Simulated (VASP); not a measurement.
# NaCl (P4/mmm) in VASP: a series of runs

Runs on NaCl. Level: LDA. Tasks: single point.

Program: VASP 6.6.1. These are calculated values, not measurements. Logs are shortened: lines on timing, memory, paths and dates and some standing lists are left out, and cuts for length are marked.

## 1. The cell of the first run

The structure is tetragonal, space group P4/mmm (No. 123). Conventional cell: a = 3.222 Å, b = 3.222 Å, c = 3.362 Å, α = 90.00°, β = 90.00°, γ = 90.00°. Within 3.7 Å of Na (site symmetry 4/mmm) lie 8 Cl at 2.83 Å and 6 Na at 3.22 to 3.36 Å. Within 3.7 Å of Cl (site symmetry 4/mmm) lie 8 Na at 2.83 Å and 6 Cl at 3.22 to 3.36 Å.

## 2. Single point, LDA (strain -0.080 along x and y, -0.040 along z)

INCAR reads:

```
PREC     = Accurate       # precision mode
ENCUT    = 520            # plane-wave cutoff, eV
EDIFF    = 1E-6           # SCF threshold, eV
ISMEAR   = 0              # smearing method
SIGMA    = 0.05           # smearing width, eV
LREAL    = F              # projectors in reciprocal space
LASPH    = T              # aspherical terms in the spheres
NELM     = 60             # most SCF steps
ALGO     = Normal         # electronic algorithm
ISIF     = 2              # what is computed and relaxed
LWAVE    = F              # write WAVECAR
LCHARG   = F              # write CHGCAR
GGA      = CA             # functional
NBANDS   = 14             # bands
```

KPOINTS reads:

```
Automatic mesh
0
Gamma
  6 6 6
```

POSCAR reads:

```
NaCl
1.0
    3.2220148000      0.0000000000      0.0000000000
    0.0000000000      3.2220148000      0.0000000000
    0.0000000000      0.0000000000      3.3621024000
Na Cl
1 1
Direct
    0.0000000000      0.0000000000      0.0000000000
    0.5000000000      0.5000000000      0.5000000000
```

Potentials or basis: VASP PAW LDA potentials, release 64 (Na_pv, Cl).

On the command line:

```console
$ cat potpaw_LDA.64/Na_pv/POTCAR potpaw_LDA.64/Cl/POTCAR > POTCAR
$ mpirun -np 1 vasp_std > vasp.out
```

OUTCAR:

```text
PREC = Accurate
   ENCUT = 520
   EDIFF = 1E-6
   ISMEAR = 0
   LREAL = F
   LASPH = T
   NELM = 60
   ISIF = 2
   GGA = CA

 ion  position               nearest neighbor table
   1  0.000  0.000  0.000-
   2  0.500  0.500  0.500-

  LATTYP: Found a simple tetragonal cell.
 ALAT       =     3.2220148000
 C/A-ratio  =     1.0434782609

  Lattice vectors:

 A1 = (   3.2220148000,   0.0000000000,   0.0000000000)
 A2 = (   0.0000000000,   3.2220148000,   0.0000000000)
 A3 = (   0.0000000000,   0.0000000000,   3.3621024000)

Analysis of symmetry for initial positions (statically):
=====================================================================
 Subroutine PRICEL returns:
 Original cell was already a primitive cell.

 Routine SETGRP: Setting up the symmetry group for a
 simple tetragonal supercell.

 Subroutine GETGRP returns: Found 16 space group operations
 (whereof 16 operations were pure point group operations)
 out of a pool of 16 trial point group operations.

The static configuration has the point symmetry D_4h.

Analysis of symmetry for dynamics (positions and initial velocities):
=====================================================================
 Subroutine PRICEL returns:
 Original cell was already a primitive cell.

 Routine SETGRP: Setting up the symmetry group for a
 simple tetragonal supercell.

 Subroutine GETGRP returns: Found 16 space group operations
 (whereof 16 operations were pure point group operations)
 out of a pool of 16 trial point group operations.

The dynamic configuration has the point symmetry D_4h.

 Subroutine INISYM returns: Found 16 space group operations
 (whereof 16 operations are pure point group operations),
 and found     1 'primitive' translations

----------------------------------------------------------------------------------------

                                     Primitive cell

  volume of cell :      34.9033

  direct lattice vectors                    reciprocal lattice vectors
     3.222014800  0.000000000  0.000000000     0.310364807  0.000000000  0.000000000
     0.000000000  3.222014800  0.000000000     0.000000000  0.310364807  0.000000000
     0.000000000  0.000000000  3.362102400     0.000000000  0.000000000  0.297432940

  length of vectors
     3.222014800  3.222014800  3.362102400     0.310364807  0.310364807  0.297432940

  position of ions in fractional coordinates (direct lattice)
     0.000000000  0.000000000  0.000000000
     0.500000000  0.500000000  0.500000000

  ion indices of the primitive-cell ions
   primitive index   ion index
                 1           1
                 2           2

----------------------------------------------------------------------------------------

 KPOINTS: Automatic mesh

Automatic generation of k-mesh.
 Grid dimensions read from file:
 generate k-points for:    6    6    6

 Generating k-lattice:

  Cartesian coordinates                     Fractional coordinates (reciprocal lattice)
     0.051727468  0.000000000  0.000000000     0.166666667  0.000000000  0.000000000
     0.000000000  0.051727468  0.000000000     0.000000000  0.166666667  0.000000000
     0.000000000  0.000000000  0.049572157     0.000000000  0.000000000  0.166666667

  Length of vectors
     0.051727468  0.051727468  0.049572157

  Shift w.r.t. Gamma in fractional coordinates (k-lattice)
     0.000000000  0.000000000  0.000000000

 Subroutine IBZKPT returns following result:
 ===========================================

 Found     40 irreducible k-points:

 Following reciprocal coordinates:
            Coordinates               Weight
  0.000000  0.000000  0.000000      1.000000
  0.166667  0.000000  0.000000      4.000000
  0.333333  0.000000  0.000000      4.000000
  0.500000  0.000000  0.000000      2.000000
  0.166667  0.166667  0.000000      4.000000
  0.333333  0.166667  0.000000      8.000000
[... 16 lines left out ...]
  0.333333  0.000000  0.333333      8.000000
  0.500000  0.000000  0.333333      4.000000
 [... further k-points ...]
   k-points           NKPTS =     40   k-points in BZ     NKDIM =     40   number of bands    NBANDS=     14
   number of dos      NEDOS =    301   number of ions     NIONS =      2
   total plane-waves  NPLWV =  16128
   dimension x,y,z NGX =    24 NGY =   24 NGZ =   28
   dimension x,y,z NGXF=    48 NGYF=   48 NGZF=   56
   ions per type =               1   1
   NGX,Y,Z   is equivalent  to a cutoff of  12.38, 12.38, 13.85 a.u.
   NGXF,Y,Z  is equivalent  to a cutoff of  24.77, 24.77, 27.69 a.u.
 SYSTEM =  unknown system
   PREC   = accura    normal or accurate (medium, high low for compatibility)
   ISTART =      0    job   : 0-new  1-cont  2-samecut
   ICHARG =      2    charge: 1-file 2-atom 10-const
   ISPIN  =      1    spin polarized calculation?
   LNONCOLLINEAR =      F non collinear calculations
   LSORBIT =      F    spin-orbit coupling
   LASPH  =      T    aspherical Exc in radial PAW
   ENCUT  =  520.0 eV  38.22 Ry    6.18 a.u.   5.99  5.99  6.25*2*pi/ulx,y,z
   NELM   =     60;   NELMIN=  2; NELMDL= -5     # of ELM steps
   EDIFF  = 0.1E-05   stopping-criterion for ELM
   LREAL  =      F    real-space projection
   EDIFFG = 0.1E-04   stopping-criterion for IOM
   NSW    =      0    number of steps for IOM
   IBRION =     -1    ionic relax: 0-MD 1-quasi-New 2-CG
   NFREE  =      0    steps in history (QN), initial steepest desc. (CG)
   ISIF   =      2    stress and relaxation
   ISYM   =      2    0-nonsym 1-usesym 2-fastsym
   POTIM  = 0.5000    time-step for ionic-motion
   TEBEG  =    0.0;   TEEND  =   0.0 temperature during run
   PSTRESS=    0.0 pullay stress
   NELECT =      14.0000    total number of electrons
   NUPDOWN=      -1.0000    fix difference up-down
   EMIN   =  10.00;   EMAX   =-10.00  energy-range for DOS
   EFERMI =   0.00;   METHOD = LEGACY
   ISMEAR =     0;   SIGMA  =   0.05  broadening in eV -4-tet -1-fermi 0-gaus
   EFERMI_NEDOS =   21; number of points for ismear=-14 and -15
   IALGO  =     38    algorithm
   IMIX   =      4    mixing-type and parameters
     AMIX     =   0.40;   BMIX     =  1.00
     AMIX_MAG =   1.60;   BMIX_MAG =  1.00
  volume/ion in A,a.u.               =      17.45       117.77
  Fermi-wavevector in a.u.,A,eV,Ry     =   1.207338  2.281538 19.832735  1.457665
  Thomas-Fermi vector in A             =   2.342979
   LORBIT       =      0    0 simple, 1 ext, 2 COOP (PROOUT), +10 PAW based schemes
   GGA     = CA    functional components
   LHFCALC =     F    Hartree Fock is set to
   AEXX    =    0.0000 exact exchange contribution
   IVDW    =     0    specifies the selected vdW correction
   LEPSILON=     F    determine dielectric tensor
   LRPA    =     F    only Hartree local field effects (RPA)
 non-spin polarized calculation
 Gauss-broadening in eV      SIGMA  =   0.05
  energy-cutoff  :      520.00
  volume of cell :       34.90
 maximum number of plane-waves:       956
 NGX is ok and might be reduce to    24
   NGX = 11   NGY = 11   NGZ = 13

 number of electron      13.9999989 magnetization

 Free energy of the ion-electron system (eV)
  ---------------------------------------------------
  ext. energy  EPLUGINS =         0.00000000
  ---------------------------------------------------
  free energy    TOTEN  =        -7.06924249 eV

  energy without entropy =       -7.06924249  energy(sigma->0) =       -7.06924249

 E-fermi :   2.3442     XC(G=0):  -9.8962

 val. band max:        2.0091696662   @ k =   0.5000   0.0000   0.5000
 cond. band min:       6.2465631687   @ k =   0.0000   0.0000   0.0000
 fundamental gap:      4.2373935026
 Fermi energy:         2.3442240396

 k-point     1 :       0.0000    0.0000    0.0000
  band No.  band energies     occupation
      1     -20.0650      2.00000
      2     -20.0650      2.00000
      3     -20.0640      2.00000
      4     -12.2988      2.00000
      5       0.8785      2.00000
      6       1.3419      2.00000
      7       1.3419      2.00000
      8       6.2466      0.00000
      9       9.6631      0.00000
     10      10.0512      0.00000
     11      18.2159      0.00000
     12      18.2159      0.00000
     13      18.6902      0.00000
     14      18.9366      0.00000

 k-point     2 :       0.1667    0.0000    0.0000
  band No.  band energies     occupation
      1     -20.0924      2.00000
      2     -20.0626      2.00000
      3     -20.0613      2.00000
      4     -12.1410      2.00000
      5       0.1647      2.00000
      6       0.9655      2.00000
      7       1.4244      2.00000
      8       7.0148      0.00000
      9      10.1184      0.00000
     10      11.0225      0.00000
     11      15.9763      0.00000
     12      16.8306      0.00000
     13      18.4239      0.00000
     14      18.4754      0.00000

 k-point     3 :       0.3333    0.0000    0.0000
  band No.  band energies     occupation
      1     -20.1464      2.00000
      2     -20.0578      2.00000
      3     -20.0560      2.00000
      4     -11.7948      2.00000
      5      -1.5266      2.00000
      6       1.1501      2.00000
      7       1.5985      2.00000
      8       8.2361      0.00000
      9      11.1452      0.00000
     10      12.0684      0.00000
     11      14.0803      0.00000
     12      14.9826      0.00000
     13      16.5883      0.00000
     14      19.1144      0.00000
[... 324 lines left out ...]
 k-point    23 :       0.3333    0.0000    0.3333
  band No.  band energies     occupation
      1     -20.1321      2.00000
      2     -20.1065      2.00000
      3     -20.0534      2.00000
      4     -11.4991      2.00000
      5      -1.1057      2.00000
      6      -0.8386      2.00000
      7       1.8200      2.00000
      8       8.4392      0.00000
      9      10.7090      0.00000
     10      13.3486      0.00000
     11      14.4060      0.00000
     12      15.2357      0.00000
     13      15.4473      0.00000
     14      18.6208      0.00000

 k-point    24 :       0.5000    0.0000    0.3333
  band No.  band energies     occupation
      1     -20.1552      2.00000
      2     -20.1008      2.00000
      3     -20.0512      2.00000
      4     -11.3515      2.00000
      5      -1.6339      2.00000
      6      -0.6928      2.00000
      7       1.9255      2.00000
      8       7.6964      0.00000
      9      11.2837      0.00000
     10      13.8723      0.00000
     11      13.9554      0.00000
     12      14.6322      0.00000
     13      15.5169      0.00000
     14      19.4088      0.00000

 [... further k-points ...]
[... 5 lines left out ...]
  --------------------------------------------------------------------------------------
  -------------------------------------------------------------------------------------
  Total        1.2051192      1.2051192      0.2139288      0.0000000      0.0000000     -0.0000000
  in kB       55.3190341     55.3190341      9.8200526      0.0000000      0.0000000     -0.0000000
  external PRESSURE =      40.1527070 kB  Pullay stress =       0.0000000 kB

 VOLUME and BASIS-vectors are now :
 -----------------------------------------------------------------------------
  energy-cutoff  :      520.00
  volume of cell :       34.90
      direct lattice vectors                 reciprocal lattice vectors
     3.222014800  0.000000000  0.000000000     0.310364807  0.000000000  0.000000000
     0.000000000  3.222014800  0.000000000     0.000000000  0.310364807  0.000000000
     0.000000000  0.000000000  3.362102400     0.000000000  0.000000000  0.297432940

 POSITION                                       TOTAL-FORCE (eV/Angst)
 -----------------------------------------------------------------------------------
      0.00000      0.00000      0.00000         0.000000      0.000000      0.000000
      1.61101      1.61101      1.68105         0.000000      0.000000      0.000000
 -----------------------------------------------------------------------------------
    total drift:                                0.000000      0.000000     -0.000000

  FREE ENERGIE OF THE ION-ELECTRON SYSTEM (eV)
  ---------------------------------------------------
  free  energy   TOTEN  =        -7.0692424860 eV

  energy  without entropy=       -7.0692424860  energy(sigma->0) =       -7.06924249
```

It took 8.5 s on 1 thread of AMD EPYC 7R13 (Zen 3), shared host; peak memory 0.1 GiB.

What came out:

```yaml
Free_energy: -7.0692 eV
Pressure: 4.0 GPa
Band_gap_on_the_k_mesh: 4.24 eV, indirect (least direct gap 4.87 eV)
```

Caveat: the cell differs from its parent crystal (strain -0.080 along x and y, -0.040 along z).

## 3. Single point, LDA (strain -0.040 along x and y, -0.080 along z)

INCAR reads:

```
PREC = Accurate ; ENCUT = 520
EDIFF = 1E-6 ; ISMEAR = 0
SIGMA = 0.05 ; LREAL = F
LASPH = T ; NELM = 100
ALGO = Normal ; ISIF = 2
LWAVE = F ; LCHARG = F
GGA = CA ; NBANDS = 14
```

KPOINTS reads:

```
regular mesh
0
Gamma
  6 6 6
```

POSCAR reads:

```
NaCl
1.0
    3.3621024000      0.0000000000      0.0000000000
    0.0000000000      3.3621024000      0.0000000000
    0.0000000000      0.0000000000      3.2220148000
Na Cl
1 1
Direct
    0.0000000000      0.0000000000      0.0000000000
    0.5000000000      0.5000000000      0.5000000000
```

Potentials or basis: VASP PAW LDA potentials, release 64 (Na_pv, Cl).

On the command line:

```console
$ cat potpaw_LDA.64/Na_pv/POTCAR potpaw_LDA.64/Cl/POTCAR > POTCAR
$ mpirun -np 1 vasp_std > vasp.out
```

It took 9.7 s on 1 thread of AMD EPYC 7R13 (Zen 3), shared host; peak memory 0.11 GiB.

Results (log left out):

```
Free energy            : -7.0973 eV
Pressure               : 2.0 GPa
Band gap on the k mesh : 3.96 eV, indirect (least direct gap 4.53 eV)
```

Stress tensor (GPa, compression positive):
```
0.50 0.00 0.00
0.00 0.50 0.00
0.00 0.00 4.88
```

Levels at points of the mesh, in eV from the valence-band top:
| k point | band 5 | band 6 | band 7 | band 8 | band 9 | band 10 |
| --- | --- | --- | --- | --- | --- | --- |
| (0.00, 0.00, 0.00) | -1.03 | -1.03 | -0.57 | 3.96 | 7.60 | 8.07 |
| (0.50, 0.00, 0.00) | -4.10 | -0.75 | -0.31 | 6.89 | 9.08 | 10.03 |
| (0.50, 0.50, 0.00) | -3.24 | -3.24 | 0.00 | 4.74 | 10.00 | 11.62 |
| (0.00, 0.00, 0.50) | -4.11 | -0.65 | -0.65 | 6.77 | 9.32 | 9.97 |
| (0.50, 0.00, 0.50) | -3.29 | -3.09 | -0.31 | 4.95 | 9.57 | 11.29 |
| (0.50, 0.50, 0.50) | -2.82 | -2.63 | -2.63 | 6.49 | 6.49 | 6.53 |

Caveat: the cell differs from its parent crystal (strain -0.040 along x and y, -0.080 along z).
